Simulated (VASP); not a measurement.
# Al2O3 (R-3c) in VASP: relaxation of cell and atoms with r2SCAN

Aim: the relaxation of cell and atoms of Al2O3 with r2SCAN.

All numbers are computed with VASP 6.6.1; they aren't measurements. Logs are shortened: lines on timing, memory, paths and dates and some standing lists are left out, and cuts for length are marked.

## 1. The cell of the first run

It takes space group R-3c (No. 167, trigonal). Conventional cell: a = 4.809 Å, b = 4.809 Å, c = 13.123 Å, α = 90.00°, β = 90.00°, γ = 120.00°. Within 2.5 Å of Al (site symmetry 3) lie 6 O at 1.87 to 1.99 Å. O (site symmetry 2) has 4 Al at 1.87 to 1.99 Å and 12 O at 2.55 to 2.90 Å within 2.9 Å.

## 2. Relaxation of cell and atoms, r2SCAN

Input file POSCAR:

```
Al2O3
1.0
    2.4043547065      1.3881548370      4.3744984015
   -2.4043547065      1.3881548370      4.3744984015
    0.0000000000     -2.7763096741      4.3744984015
Al O
4 6
Direct
    0.3521453522      0.3521453522      0.3521453522
    0.1478546478      0.1478546478      0.1478546478
    0.6478546478      0.6478546478      0.6478546478
    0.8521453522      0.8521453522      0.8521453522
    0.5561715154      0.9438284846      0.2500000000
    0.2500000000      0.5561715154      0.9438284846
    0.9438284846      0.2500000000      0.5561715154
    0.4438284846      0.0561715154      0.7500000000
    0.7500000000      0.4438284846      0.0561715154
    0.0561715154      0.7500000000      0.4438284846
```

Input file INCAR.step1:

```
  PREC = Accurate
  ENCUT = 600
  ISMEAR = -1
  SIGMA = 0.02
  LREAL = F
  LASPH = T
  NELM = 60
  GGA = PE
  ALGO = Normal
  EDIFF = 1E-4
  LWAVE = T
  LCHARG = F
```

Input file INCAR.step2:

```
  PREC = Accurate
  ENCUT = 600
  EDIFF = 1E-6
  ISMEAR = -1
  SIGMA = 0.02
  LREAL = F
  LASPH = T
  NELM = 60
  ALGO = Normal
  ISIF = 3
  LWAVE = F
  LCHARG = F
  METAGGA = R2SCAN
  LMIXTAU = T
  IBRION = 2
  NSW = 80
  EDIFFG = -0.005
  ISTART = 1
```

Input file KPOINTS:

```
Automatic mesh
0
Gamma
  6 6 6
```

Potentials or basis: VASP PAW PBE potentials, release 64 (Al, O).

Command:

```
cat potpaw_PBE.64/Al/POTCAR potpaw_PBE.64/O/POTCAR > POTCAR
cp INCAR.step1 INCAR
mpirun -np 1 vasp_std > vasp.out
cp INCAR.step2 INCAR
mpirun -np 1 vasp_std > vasp.out
```

OUTCAR:

```text
PREC = Accurate
   ENCUT = 600
   EDIFF = 1E-6
   ISMEAR = -1
   LREAL = F
   LASPH = T
   NELM = 60
   ISIF = 3
   METAGGA = R2SCAN
   IBRION = 2
   NSW = 80
   EDIFFG = -0.005
   ISTART = 1

 ion  position               nearest neighbor table
   1  0.352  0.352  0.352-  10 1.87   9 1.87   8 1.87   7 1.99   5 1.99   6 1.99   2 2.68   3 2.82
                             3 2.82   3 2.82   2 3.25   2 3.25   2 3.25
   2  0.148  0.148  0.148-   9 1.87  10 1.87   8 1.87   6 1.99   5 1.99   7 1.99   1 2.68   4 2.82
                             4 2.82   4 2.82   1 3.25   1 3.25   1 3.25
   3  0.648  0.648  0.648-   7 1.87   6 1.87   5 1.87  10 1.99   8 1.99   9 1.99   4 2.68   1 2.82
                             1 2.82   1 2.82   4 3.25   4 3.25   4 3.25
   4  0.852  0.852  0.852-   6 1.87   7 1.87   5 1.87   9 1.99   8 1.99  10 1.99   3 2.68   2 2.82
                             2 2.82   2 2.82   3 3.25   3 3.25   3 3.25
   5  0.556  0.944  0.250-   3 1.87   4 1.87   1 1.99   2 1.99
   6  0.250  0.556  0.944-   4 1.87   3 1.87   2 1.99   1 1.99
   7  0.944  0.250  0.556-   3 1.87   4 1.87   1 1.99   2 1.99
   8  0.444  0.056  0.750-   1 1.87   2 1.87   3 1.99   4 1.99
   9  0.750  0.444  0.056-   2 1.87   1 1.87   4 1.99   3 1.99
  10  0.056  0.750  0.444-   1 1.87   2 1.87   3 1.99   4 1.99

  LATTYP: Found a trigonal (rhomboedric) cell.
 ALAT       =     5.1811322769
 COS(alpha) =     0.5692971838

  Lattice vectors:

 A1 = (   2.4043547065,   1.3881548370,   4.3744984015)
 A2 = (  -2.4043547065,   1.3881548370,   4.3744984015)
 A3 = (   0.0000000000,  -2.7763096741,   4.3744984015)

Analysis of symmetry for initial positions (statically):
=====================================================================
 Subroutine PRICEL returns:
 Original cell was already a primitive cell.

 Routine SETGRP: Setting up the symmetry group for a
 trigonal (rhombohedral) supercell.

 Subroutine GETGRP returns: Found 12 space group operations
 (whereof  6 operations were pure point group operations)
 out of a pool of 12 trial point group operations.

The static configuration has the point symmetry S_6 .
 The point group associated with its full space group is D_3d.

Analysis of symmetry for dynamics (positions and initial velocities):
=====================================================================
 Subroutine PRICEL returns:
 Original cell was already a primitive cell.

 Routine SETGRP: Setting up the symmetry group for a
 trigonal (rhombohedral) supercell.

 Subroutine GETGRP returns: Found 12 space group operations
 (whereof  6 operations were pure point group operations)
 out of a pool of 12 trial point group operations.

The dynamic configuration has the point symmetry S_6 .
 The point group associated with its full space group is D_3d.

 Subroutine INISYM returns: Found 12 space group operations
 (whereof  6 operations are pure point group operations),
 and found     1 'primitive' translations

----------------------------------------------------------------------------------------

                                     Primitive cell

  volume of cell :      87.6024

  direct lattice vectors                    reciprocal lattice vectors
     2.404354706  1.388154837  4.374498402     0.207956005  0.120063456  0.076199213
    -2.404354706  1.388154837  4.374498402    -0.207956005  0.120063456  0.076199213
     0.000000000 -2.776309674  4.374498402     0.000000000 -0.240126911  0.076199213

  length of vectors
     5.181132277  5.181132277  5.181132277     0.251927080  0.251927080  0.251927080

  position of ions in fractional coordinates (direct lattice)
     0.352145352  0.352145352  0.352145352
     0.147854648  0.147854648  0.147854648
     0.647854648  0.647854648  0.647854648
     0.852145352  0.852145352  0.852145352
     0.556171515  0.943828485  0.250000000
     0.250000000  0.556171515  0.943828485
     0.943828485  0.250000000  0.556171515
     0.443828485  0.056171515  0.750000000
     0.750000000  0.443828485  0.056171515
     0.056171515  0.750000000  0.443828485

[... 27 lines left out ...]

  Length of vectors
     0.041987847  0.041987847  0.041987847

  Shift w.r.t. Gamma in fractional coordinates (k-lattice)
     0.000000000  0.000000000  0.000000000

 Subroutine IBZKPT returns following result:
 ===========================================

 Found     32 irreducible k-points:

 Following reciprocal coordinates:
            Coordinates               Weight
  0.000000  0.000000  0.000000      1.000000
  0.166667 -0.000000 -0.000000      6.000000
  0.333333  0.000000  0.000000      6.000000
  0.500000  0.000000 -0.000000      3.000000
  0.166667  0.166667 -0.000000      6.000000
  0.333333  0.166667  0.000000     12.000000
[... 16 lines left out ...]
  0.500000  0.500000  0.166667      6.000000
 -0.333333  0.500000  0.166667     12.000000
 [... further k-points ...]
   k-points           NKPTS =     32   k-points in BZ     NKDIM =     32   number of bands    NBANDS=     30
   number of dos      NEDOS =    301   number of ions     NIONS =     10
   total plane-waves  NPLWV =  74088
   dimension x,y,z NGX =    42 NGY =   42 NGZ =   42
   dimension x,y,z NGXF=    84 NGYF=   84 NGZF=   84
   ions per type =               4   6
   NGX,Y,Z   is equivalent  to a cutoff of  13.48, 13.48, 13.48 a.u.
   NGXF,Y,Z  is equivalent  to a cutoff of  26.95, 26.95, 26.95 a.u.
 SYSTEM =  unknown system
   PREC   = accura    normal or accurate (medium, high low for compatibility)
   ISTART =      1    job   : 0-new  1-cont  2-samecut
   ICHARG =      0    charge: 1-file 2-atom 10-const
   ISPIN  =      1    spin polarized calculation?
   LNONCOLLINEAR =      F non collinear calculations
   LSORBIT =      F    spin-orbit coupling
   LASPH  =      T    aspherical Exc in radial PAW
   ENCUT  =  600.0 eV  44.10 Ry    6.64 a.u.  10.35 10.35 10.35*2*pi/ulx,y,z
   NELM   =     60;   NELMIN=  2; NELMDL=  0     # of ELM steps
   EDIFF  = 0.1E-05   stopping-criterion for ELM
   LREAL  =      F    real-space projection
   EDIFFG = -.5E-02   stopping-criterion for IOM
   NSW    =     80    number of steps for IOM
   IBRION =      2    ionic relax: 0-MD 1-quasi-New 2-CG
   NFREE  =      1    steps in history (QN), initial steepest desc. (CG)
   ISIF   =      3    stress and relaxation
   ISYM   =      2    0-nonsym 1-usesym 2-fastsym
   POTIM  = 0.5000    time-step for ionic-motion
   TEBEG  =    0.0;   TEEND  =   0.0 temperature during run
   PSTRESS=    0.0 pullay stress
   NELECT =      48.0000    total number of electrons
   NUPDOWN=      -1.0000    fix difference up-down
   EMIN   =  10.00;   EMAX   =-10.00  energy-range for DOS
   EFERMI =   0.00;   METHOD = LEGACY
   ISMEAR =    -1;   SIGMA  =   0.02  broadening in eV -4-tet -1-fermi 0-gaus
   EFERMI_NEDOS =   21; number of points for ismear=-14 and -15
   IALGO  =     38    algorithm
   IMIX   =      4    mixing-type and parameters
     AMIX     =   0.40;   BMIX     =  1.00
     AMIX_MAG =   1.60;   BMIX_MAG =  1.00
  volume/ion in A,a.u.               =       8.76        59.12
  Fermi-wavevector in a.u.,A,eV,Ry     =   1.339625  2.531524 24.416951  1.794595
  Thomas-Fermi vector in A             =   2.468002
   LORBIT       =      0    0 simple, 1 ext, 2 COOP (PROOUT), +10 PAW based schemes
   METAGGA = R2SCAN    functional components
   LHFCALC =     F    Hartree Fock is set to
   AEXX    =    0.0000 exact exchange contribution
   IVDW    =     0    specifies the selected vdW correction
   LEPSILON=     F    determine dielectric tensor
   LRPA    =     F    only Hartree local field effects (RPA)
 conjugate gradient relaxation of ions
 non-spin polarized calculation
  energy-cutoff  :      600.00
  volume of cell :       87.60
 maximum number of plane-waves:      2964
 NGX is ok and might be reduce to    42
   NGX = 21   NGY = 21   NGZ = 21

--------------------------------------- Ionic step        1  -------------------------------------------

 number of electron      47.9999999 magnetization

 Free energy of the ion-electron system (eV)
  ---------------------------------------------------
  ext. energy  EPLUGINS =         0.00000000
  ---------------------------------------------------
  free energy    TOTEN  =       -96.22537810 eV

  energy without entropy =      -96.22537810  energy(sigma->0) =      -96.22537810

------------------------ aborting loop because EDIFF is reached ----------------------------------------

  FORCE on cell =-STRESS in cart. coord.  units (eV):
  Direction    XX          YY          ZZ          XY          YZ          ZX
  --------------------------------------------------------------------------------------
  -------------------------------------------------------------------------------------
  Total       -4.5854327     -4.5854327     -4.3325813      0.0000000      0.0000000      0.0000000
  in kB      -83.8638795    -83.8638795    -79.2394293      0.0000000      0.0000000      0.0000000
  external PRESSURE =     -82.3223961 kB  Pullay stress =       0.0000000 kB
[... 113 lines left out ...]
  FREE ENERGIE OF THE ION-ELECTRON SYSTEM (eV)
  ---------------------------------------------------
  free  energy   TOTEN  =       -96.3040383685 eV

  energy  without entropy=      -96.3040383685  energy(sigma->0) =      -96.30403837

[... ionic steps 4 to 7 ...]

--------------------------------------- Ionic step        8  -------------------------------------------

 number of electron      48.0000002 magnetization

------------------------ aborting loop because EDIFF is reached ----------------------------------------
[... 83 lines left out ...]
--------------------------------------- Ionic step       10  -------------------------------------------

 number of electron      48.0000002 magnetization

 Free energy of the ion-electron system (eV)
  ---------------------------------------------------
  ext. energy  EPLUGINS =         0.00000000
  ---------------------------------------------------
  free energy    TOTEN  =       -96.30446665 eV

  energy without entropy =      -96.30446665  energy(sigma->0) =      -96.30446665

 E-fermi :   6.2743     XC(G=0): -12.2467

 val. band max:        5.7723660683   @ k =   0.0000   0.0000   0.0000
 cond. band min:      12.9754752283   @ k =   0.0000   0.0000   0.0000
 fundamental gap:      7.2031091600
 Fermi energy:         6.2743086657

 k-point     1 :       0.0000    0.0000    0.0000
  band No.  band energies     occupation
      1     -14.4568      2.00000
      2     -12.1528      2.00000
      3     -11.8752      2.00000
      4     -11.8752      2.00000
      5     -11.5642      2.00000
      6     -11.5642      2.00000
[... 781 lines left out ...]
     29      17.4014      0.00000
     30      18.0468      0.00000

 [... further k-points ...]

------------------------ aborting loop because EDIFF is reached ----------------------------------------

  FORCE on cell =-STRESS in cart. coord.  units (eV):
  Direction    XX          YY          ZZ          XY          YZ          ZX
  --------------------------------------------------------------------------------------
  -------------------------------------------------------------------------------------
  Total        0.0041221      0.0041221      0.0013235     -0.0000000     -0.0000000      0.0000000
  in kB        0.0779987      0.0779987      0.0250428     -0.0000000     -0.0000000      0.0000000
  external PRESSURE =       0.0603467 kB  Pullay stress =       0.0000000 kB
[... 25 lines left out ...]
  FREE ENERGIE OF THE ION-ELECTRON SYSTEM (eV)
  ---------------------------------------------------
  free  energy   TOTEN  =       -96.3044666538 eV

  energy  without entropy=      -96.3044666538  energy(sigma->0) =      -96.30446665

 reached required accuracy - stopping structural energy minimisation
```

It took 25 min on 1 thread of AMD EPYC 9R45 (Zen 5), shared host; peak memory 0.3 GiB.

Results:

- Free energy: -96.3045 eV
- Relaxed volume: 8.47 Å³/atom
- Relaxed cell: a = 5.124 Å, b = 5.124 Å, c = 5.124 Å, α = 55.28°, β = 55.28°, γ = 55.28°
- Space group after relaxing (to 0.1 Å): R-3c (No. 167)
- Energy gained by relaxing: 7.9 meV/atom
- Ionic steps: 10
- Pressure after relaxing: 0.0 GPa
- Band gap on the k mesh: 7.20 eV

Step by step:
```tsv
step	energy change (eV)	largest force (eV/Å)	pressure (GPa)	volume (Å³)
1	0.0000	0.0464	-8.23	87.60
2	-0.0074	0.0925	8.89	82.02
3	-0.0787	0.0516	0.07	84.67
4	-0.0786	0.0515	-0.12	84.73
5	-0.0790	0.0084	-0.12	84.71
6	-0.0790	0.0074	-0.12	84.71
7	-0.0791	0.0026	0.10	84.64
8	-0.0791	0.0030	0.08	84.65
9	-0.0791	0.0036	0.06	84.65
10	-0.0791	0.0014	0.01	84.67
```

Final structure:
```
CELL_PARAMETERS angstrom
2.37691 1.37231 4.32640
-2.37691 1.37231 4.32640
0.00000 -2.74461 4.32640
ATOMIC_POSITIONS crystal
Al 0.35184 0.35184 0.35184
Al 0.14816 0.14816 0.14816
Al 0.64816 0.64816 0.64816
Al 0.85184 0.85184 0.85184
O 0.55627 0.94373 0.25000
O 0.25000 0.55627 0.94373
O 0.94373 0.25000 0.55627
O 0.44373 0.05627 0.75000
O 0.75000 0.44373 0.05627
O 0.05627 0.75000 0.44373
```

Caveat: the PAW data sets were made with another functional, which shifts forces and pressure a little. A k mesh can miss the band edges.
